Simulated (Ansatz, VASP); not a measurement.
**SrLa2As2: VASP beside Ansatz**

```xyz
5
Lattice="2.1787 3.7736 0.0000 -2.1787 3.7736 0.0000 0.0000 -2.5157 9.2337" Properties=species:S:1:pos:R:3 pbc="T T T"
Sr    0.0000    0.0000    0.0000
La    0.0000    0.0000    5.7785
La    0.0000    5.0315    3.4553
As    0.0000    2.5157    2.0506
As    0.0000    2.5157    7.1831
```

Alike in both runs: task single point; functional HSE06; k mesh 3 × 3 × 3; occupations fermi-dirac, width 0.0147 eV; no spin polarisation.

```csv
,VASP,Ansatz
version,VASP 6.6.1,Ansatz 0.2.0
potentials or method,"VASP PAW PBE potentials, release 64 (Sr_sv, La, As), cutoff 520 eV",PAW plane waves
valence electrons in the cell,42,62
```

```csv
,VASP,Ansatz,Ansatz less VASP
pressure (GPa),2.3,2.5,+0.13
"traceless stress, the component that is largest in VASP (GPa)",-0.21,-0.26,-0.055
rms of the force components (eV/Å),0.308,0.309,+0.0005
```

Atom by atom the forces differ by 0.018 eV/Å (rms over components). VASP's potentials hold 42 valence electrons a cell and Ansatz's 62, so a difference there can come from the potentials and not from the codes. Ansatz's warnings: filled band counts differ across k points, stress exchange threshold loose, stress scf threshold loose.

The k mesh is coarse, so the values compare programs but aren't converged. Spin-orbit coupling is off throughout.
